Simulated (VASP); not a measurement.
# Sc (Fm-3m) in VASP: a series of runs

Sc is run at these levels: PBE; tasks: single point.

All numbers are computed with VASP 6.6.1; they aren't measurements. Logs are shortened: lines on timing, memory, paths and dates and some standing lists are left out, and cuts for length are marked.

**1. The cell of the first run**

Symmetry: Fm-3m, No. 225, cubic system. The conventional cell has a = 4.621 Å, b = 4.621 Å, c = 4.621 Å, α = 90.00°, β = 90.00°, γ = 90.00°. Within 4.3 Å of Sc (site symmetry m-3m) lie 12 Sc at 3.27 Å.

**2. Single point, PBE**

INCAR reads:

```
PREC = Accurate
ENCUT = 500
EDIFF = 1E-6
ISMEAR = 0
SIGMA = 0.05
LREAL = False
LASPH = True
NELM = 120
ALGO = Normal
ISIF = 2
LWAVE = False
LCHARG = False
GGA = PE
NBANDS = 12
GGA_COMPAT = False
```

KPOINTS reads:

```
Automatic mesh
0
Gamma
  8 8 8
```

POSCAR reads:

```
Sc
1.0
    0.0000000000      2.3104480279      2.3104480279
    2.3104480279      0.0000000000      2.3104480279
    2.3104480279      2.3104480279      0.0000000000
Sc
1
Direct
    0.0000000000      0.0000000000      0.0000000000
```

Potentials or basis: VASP PAW PBE potentials, release 64 (Sc_sv).

Started as:

```sh
$ cat potpaw_PBE.64/Sc_sv/POTCAR > POTCAR
$ mpirun -np 1 vasp_std > vasp.out
```

OUTCAR:

```text
PREC = Accurate
   ENCUT = 500
   EDIFF = 1E-6
   ISMEAR = 0
   LREAL = False
   LASPH = True
   NELM = 120
   ISIF = 2
   GGA = PE

 ion  position               nearest neighbor table
   1  0.000  0.000  0.000-

  LATTYP: Found a face centered cubic cell.
 ALAT       =     4.6208960558

  Lattice vectors:

 A1 = (   0.0000000000,   2.3104480279,   2.3104480279)
 A2 = (   2.3104480279,   0.0000000000,   2.3104480279)
 A3 = (   2.3104480279,   2.3104480279,   0.0000000000)

Analysis of symmetry for initial positions (statically):
=====================================================================
 Subroutine PRICEL returns:
 Original cell was already a primitive cell.

 Routine SETGRP: Setting up the symmetry group for a
 face centered cubic supercell.

 Subroutine GETGRP returns: Found 48 space group operations
 (whereof 48 operations were pure point group operations)
 out of a pool of 48 trial point group operations.

The static configuration has the point symmetry O_h .

Analysis of symmetry for dynamics (positions and initial velocities):
=====================================================================
 Subroutine PRICEL returns:
 Original cell was already a primitive cell.

 Routine SETGRP: Setting up the symmetry group for a
 face centered cubic supercell.

 Subroutine GETGRP returns: Found 48 space group operations
 (whereof 48 operations were pure point group operations)
 out of a pool of 48 trial point group operations.

The dynamic configuration has the point symmetry O_h .

 Subroutine INISYM returns: Found 48 space group operations
 (whereof 48 operations are pure point group operations),
 and found     1 'primitive' translations

----------------------------------------------------------------------------------------

                                     Primitive cell

  volume of cell :      24.6671

  direct lattice vectors                    reciprocal lattice vectors
     0.000000000  2.310448028  2.310448028    -0.216408244  0.216408244  0.216408244
     2.310448028  0.000000000  2.310448028     0.216408244 -0.216408244  0.216408244
     2.310448028  2.310448028  0.000000000     0.216408244  0.216408244 -0.216408244

  length of vectors
     3.267466936  3.267466936  3.267466936     0.374830073  0.374830073  0.374830073

  position of ions in fractional coordinates (direct lattice)
     0.000000000  0.000000000  0.000000000

  ion indices of the primitive-cell ions
   primitive index   ion index
                 1           1

----------------------------------------------------------------------------------------

 KPOINTS: Automatic mesh

Automatic generation of k-mesh.
 Grid dimensions read from file:
 generate k-points for:    8    8    8

 Generating k-lattice:

  Cartesian coordinates                     Fractional coordinates (reciprocal lattice)
    -0.027051030  0.027051030  0.027051030     0.125000000  0.000000000  0.000000000
     0.027051030 -0.027051030  0.027051030     0.000000000  0.125000000  0.000000000
     0.027051030  0.027051030 -0.027051030     0.000000000  0.000000000  0.125000000

  Length of vectors
     0.046853759  0.046853759  0.046853759

  Shift w.r.t. Gamma in fractional coordinates (k-lattice)
     0.000000000  0.000000000  0.000000000

 Subroutine IBZKPT returns following result:
 ===========================================

 Found     29 irreducible k-points:

 Following reciprocal coordinates:
            Coordinates               Weight
  0.000000  0.000000  0.000000      1.000000
  0.125000  0.000000  0.000000      8.000000
  0.250000  0.000000  0.000000      8.000000
  0.375000  0.000000  0.000000      8.000000
  0.500000  0.000000  0.000000      4.000000
  0.125000  0.125000  0.000000      6.000000
[... 16 lines left out ...]
  0.500000  0.250000  0.125000     48.000000
 -0.375000  0.250000  0.125000     24.000000
 [... further k-points ...]
   k-points           NKPTS =     29   k-points in BZ     NKDIM =     29   number of bands    NBANDS=     12
   number of dos      NEDOS =    301   number of ions     NIONS =      1
   total plane-waves  NPLWV =  13824
   dimension x,y,z NGX =    24 NGY =   24 NGZ =   24
   dimension x,y,z NGXF=    48 NGYF=   48 NGZF=   48
   ions per type =               1
   NGX,Y,Z   is equivalent  to a cutoff of  12.21, 12.21, 12.21 a.u.
   NGXF,Y,Z  is equivalent  to a cutoff of  24.42, 24.42, 24.42 a.u.
 SYSTEM =  unknown system
   PREC   = accura    normal or accurate (medium, high low for compatibility)
   ISTART =      0    job   : 0-new  1-cont  2-samecut
   ICHARG =      2    charge: 1-file 2-atom 10-const
   ISPIN  =      1    spin polarized calculation?
   LNONCOLLINEAR =      F non collinear calculations
   LSORBIT =      F    spin-orbit coupling
   LASPH  =      T    aspherical Exc in radial PAW
   ENCUT  =  500.0 eV  36.75 Ry    6.06 a.u.   5.96  5.96  5.96*2*pi/ulx,y,z
   NELM   =    120;   NELMIN=  2; NELMDL= -5     # of ELM steps
   EDIFF  = 0.1E-05   stopping-criterion for ELM
   LREAL  =      F    real-space projection
   EDIFFG = 0.1E-04   stopping-criterion for IOM
   NSW    =      0    number of steps for IOM
   IBRION =     -1    ionic relax: 0-MD 1-quasi-New 2-CG
   NFREE  =      0    steps in history (QN), initial steepest desc. (CG)
   ISIF   =      2    stress and relaxation
   ISYM   =      2    0-nonsym 1-usesym 2-fastsym
   POTIM  = 0.5000    time-step for ionic-motion
   TEBEG  =    0.0;   TEEND  =   0.0 temperature during run
   PSTRESS=    0.0 pullay stress
   NELECT =      11.0000    total number of electrons
   NUPDOWN=      -1.0000    fix difference up-down
   EMIN   =  10.00;   EMAX   =-10.00  energy-range for DOS
   EFERMI =   0.00;   METHOD = LEGACY
   ISMEAR =     0;   SIGMA  =   0.05  broadening in eV -4-tet -1-fermi 0-gaus
   EFERMI_NEDOS =   21; number of points for ismear=-14 and -15
   IALGO  =     38    algorithm
   IMIX   =      4    mixing-type and parameters
     AMIX     =   0.40;   BMIX     =  1.00
     AMIX_MAG =   1.60;   BMIX_MAG =  1.00
  volume/ion in A,a.u.               =      24.67       166.46
  Fermi-wavevector in a.u.,A,eV,Ry     =   1.250738  2.363551 21.284198  1.564344
  Thomas-Fermi vector in A             =   2.384718
   LORBIT       =      0    0 simple, 1 ext, 2 COOP (PROOUT), +10 PAW based schemes
   GGA     = PE    functional components
   LHFCALC =     F    Hartree Fock is set to
   AEXX    =    0.0000 exact exchange contribution
   IVDW    =     0    specifies the selected vdW correction
   LEPSILON=     F    determine dielectric tensor
   LRPA    =     F    only Hartree local field effects (RPA)
 non-spin polarized calculation
 Gauss-broadening in eV      SIGMA  =   0.05
  energy-cutoff  :      500.00
  volume of cell :       24.67
 maximum number of plane-waves:       638
   NGX = 11   NGY = 11   NGZ = 11

 number of electron      10.9999999 magnetization

 Free energy of the ion-electron system (eV)
  ---------------------------------------------------
  ext. energy  EPLUGINS =         0.00000000
  ---------------------------------------------------
  free energy    TOTEN  =        -6.19777312 eV

  energy without entropy =       -6.19329253  energy(sigma->0) =       -6.19553283

 E-fermi :   3.7600     XC(G=0):  -9.8721

 val. band max:        3.7338885552   @ k =   0.5000   0.1250   0.0000
 cond. band min:       3.7798175580   @ k =  -0.2500   0.3750   0.1250
 fundamental gap:      0.0459290029
 Fermi energy:         3.7599549721

 k-point     1 :       0.0000    0.0000    0.0000
  band No.  band energies     occupation
      1     -45.7034      2.00000
      2     -24.1204      2.00000
      3     -24.1204      2.00000
      4     -24.1204      2.00000
      5      -1.4533      2.00000
      6       5.3146      0.00000
      7       5.3146      0.00000
      8       5.3146      0.00000
      9       6.6898      0.00000
     10       6.6898      0.00000
     11      16.2342      0.00000
     12      19.6224      0.00000

 k-point     2 :       0.1250    0.0000    0.0000
  band No.  band energies     occupation
      1     -45.6948      2.00000
      2     -24.1796      2.00000
      3     -24.1281      2.00000
      4     -24.1281      2.00000
      5      -1.0632      2.00000
      6       5.0397      0.00000
      7       5.4436      0.00000
      8       5.4436      0.00000
      9       6.6097      0.00000
     10       6.6097      0.00000
     11      16.3988      0.00000
     12      17.4663      0.00000

 k-point     3 :       0.2500    0.0000    0.0000
  band No.  band energies     occupation
      1     -45.6740      2.00000
      2     -24.3200      2.00000
      3     -24.1464      2.00000
      4     -24.1464      2.00000
      5      -0.0032      2.00000
      6       4.4721      0.00000
      7       5.5192      0.00000
      8       5.5192      0.00000
      9       6.7361      0.00000
     10       6.7361      0.00000
     11      14.1018      0.00000
     12      16.8230      0.00000
[... 286 lines left out ...]
 k-point    23 :       0.5000    0.2500    0.1250
  band No.  band energies     occupation
      1     -45.6418      2.00000
      2     -24.4270      2.00000
      3     -24.2610      2.00000
      4     -24.1925      2.00000
      5       2.0759      2.00000
      6       3.7935      0.34279
      7       4.5647      0.00000
      8       5.9842      0.00000
      9       7.0361      0.00000
     10       8.1486      0.00000
     11      11.8373      0.00000
     12      14.4373      0.00000

 k-point    24 :      -0.3750    0.2500    0.1250
  band No.  band energies     occupation
      1     -45.6349      2.00000
      2     -24.4584      2.00000
      3     -24.2746      2.00000
      4     -24.2046      2.00000
      5       2.8346      2.00000
      6       3.4347      2.00000
      7       4.5576      0.00000
      8       5.8566      0.00000
      9       7.4388      0.00000
     10       8.7222      0.00000
     11      10.2563      0.00000
     12      14.7940      0.00000

 [... further k-points ...]

------------------------ aborting loop because EDIFF is reached ----------------------------------------

  FORCE on cell =-STRESS in cart. coord.  units (eV):
  Direction    XX          YY          ZZ          XY          YZ          ZX
  --------------------------------------------------------------------------------------
  -------------------------------------------------------------------------------------
  Total       -0.0009084     -0.0009084     -0.0009084      0.0000000      0.0000000      0.0000000
  in kB       -0.0590034     -0.0590034     -0.0590034      0.0000000      0.0000000      0.0000000
  external PRESSURE =      -0.0590034 kB  Pullay stress =       0.0000000 kB

 VOLUME and BASIS-vectors are now :
 -----------------------------------------------------------------------------
  energy-cutoff  :      500.00
  volume of cell :       24.67
      direct lattice vectors                 reciprocal lattice vectors
     0.000000000  2.310448028  2.310448028    -0.216408244  0.216408244  0.216408244
     2.310448028  0.000000000  2.310448028     0.216408244 -0.216408244  0.216408244
     2.310448028  2.310448028  0.000000000     0.216408244  0.216408244 -0.216408244

 POSITION                                       TOTAL-FORCE (eV/Angst)
 -----------------------------------------------------------------------------------
      0.00000      0.00000      0.00000         0.000000      0.000000     -0.000000
 -----------------------------------------------------------------------------------
    total drift:                               -0.000000      0.000000     -0.000000

  FREE ENERGIE OF THE ION-ELECTRON SYSTEM (eV)
  ---------------------------------------------------
  free  energy   TOTEN  =        -6.1977731182 eV

  energy  without entropy=       -6.1932925324  energy(sigma->0) =       -6.19553283
```

It took 10 s on 1 thread of Intel Xeon 8259CL, shared host; peak memory 0.14 GiB.

What came out:

* Free energy: -6.1978 eV
* Pressure: 0.0 GPa

Levels at points of the mesh, in eV from the Fermi level:
```
           k point  band 2  band 3  band 4  band 5  band 6  band 7  band 8  band 9
(0.00, 0.00, 0.00)  -27.88  -27.88  -27.88   -5.21    1.55    1.55    1.55    2.93
(0.50, 0.00, 0.00)  -28.27  -27.93  -27.93   -1.79    0.20    1.45    1.45    3.82
(0.50, 0.50, 0.00)  -28.25  -28.02  -28.02   -1.54   -0.65    1.89    3.82    4.05
```

**3. Single point, PBE**

This run uses another cell than the first one, of 25.03 Å³/atom, 1.015 times its volume.

INCAR reads:

```
SYSTEM = Sc
PREC = Accurate
ENCUT = 500
EDIFF = 1E-6
ISMEAR = 0
SIGMA = 0.05
LREAL = .False.
LASPH = .True.
NELM = 120
ALGO = Normal
ISIF = 2
LWAVE = .False.
LCHARG = .False.
GGA = PE
NBANDS = 12
GGA_COMPAT = .False.
```

KPOINTS reads:

```
regular mesh
0
Gamma
  8 8 8
  0 0 0
```

POSCAR reads:

```
Sc
1.0
    0.0000000000      2.3217440067      2.3217440067
    2.3217440067      0.0000000000      2.3217440067
    2.3217440067      2.3217440067      0.0000000000
Sc
1
Direct
    0.0000000000      0.0000000000      0.0000000000
```

Potentials or basis: VASP PAW PBE potentials, release 64 (Sc_sv).

Started as:

```sh
$ cat potpaw_PBE.64/Sc_sv/POTCAR > POTCAR
$ mpirun -np 1 vasp_std > vasp.out
```

Wall time 12 s (1 thread of Intel Xeon 8259CL, shared host); peak memory 0.14 GiB.

The run converged. Its results:

- Free energy: -6.1971 eV
- Pressure: -0.7 GPa

Levels at points of the mesh, in eV from the Fermi level:
```tsv
k point	band 2	band 3	band 4	band 5	band 6	band 7	band 8	band 9
(0.00, 0.00, 0.00)	-27.93	-27.93	-27.93	-5.18	1.53	1.53	1.53	2.88
(0.50, 0.00, 0.00)	-28.30	-27.98	-27.98	-1.77	0.18	1.43	1.43	3.75
(0.50, 0.50, 0.00)	-28.28	-28.06	-28.06	-1.51	-0.63	1.84	3.75	3.98
```

**4. Single point, PBE**

This run uses another cell than the first one, of 24.91 Å³/atom, 1.010 times its volume.

INCAR reads:

```
SYSTEM = Sc
PREC = Accurate ; ENCUT = 500
EDIFF = 1E-6 ; ISMEAR = 0
SIGMA = 0.05 ; LREAL = .FALSE.
LASPH = .TRUE. ; NELM = 120
ALGO = Normal ; ISIF = 2
LWAVE = .FALSE. ; LCHARG = .FALSE.
GGA = PE ; NBANDS = 12
GGA_COMPAT = .FALSE.
```

KPOINTS reads:

```
Automatic mesh
0
G
  8 8 8
  0 0 0
```

POSCAR reads:

```
Sc
1.0
    0.0000000000      2.3180672729      2.3180672729
    2.3180672729      0.0000000000      2.3180672729
    2.3180672729      2.3180672729      0.0000000000
Sc
1
Direct
    0.0000000000      0.0000000000      0.0000000000
```

Started as:

```sh
$ cat potpaw_PBE.64/Sc_sv/POTCAR > POTCAR
$ mpirun -np 1 vasp_std > vasp.out
```

It took 12 s on 1 thread of Intel Xeon 8259CL, shared host; peak memory 0.14 GiB.

The run converged. Its results:

```yaml
Free_energy: -6.1975 eV
Pressure: -0.5 GPa
```

Levels at points of the mesh, in eV from the Fermi level:
```
           k point  band 1  band 2  band 3  band 4  band 5  band 6  band 7  band 8  band 9  band 10
(0.00, 0.00, 0.00)  -49.49  -27.91  -27.91  -27.91   -5.19    1.54    1.54    1.54    2.90     2.90
(0.50, 0.00, 0.00)  -49.44  -28.29  -27.96  -27.96   -1.78    0.18    1.43    1.43    3.77     3.77
(0.50, 0.50, 0.00)  -49.42  -28.27  -28.05  -28.05   -1.52   -0.63    1.86    3.77    4.00     4.00
```

**5. Summary**

```tsv
cell	gap on the mesh (eV)	pressure (GPa)
a = 3.267 Å, angles 60.0°, 1 atom	none	0.0
a = 3.283 Å, angles 60.0°, 1 atom	none	-0.7
a = 3.278 Å, angles 60.0°, 1 atom	none	-0.5
```

Alike in all rows: task single point; level PBE; potentials or basis VASP PAW PBE potentials, release 64 (Sc_sv); no spin polarisation; k mesh 8 × 8 × 8; cutoff (eV) 500; smearing gaussian 0.05 eV.

Absolute energies hang on the potentials; compare differences alone.
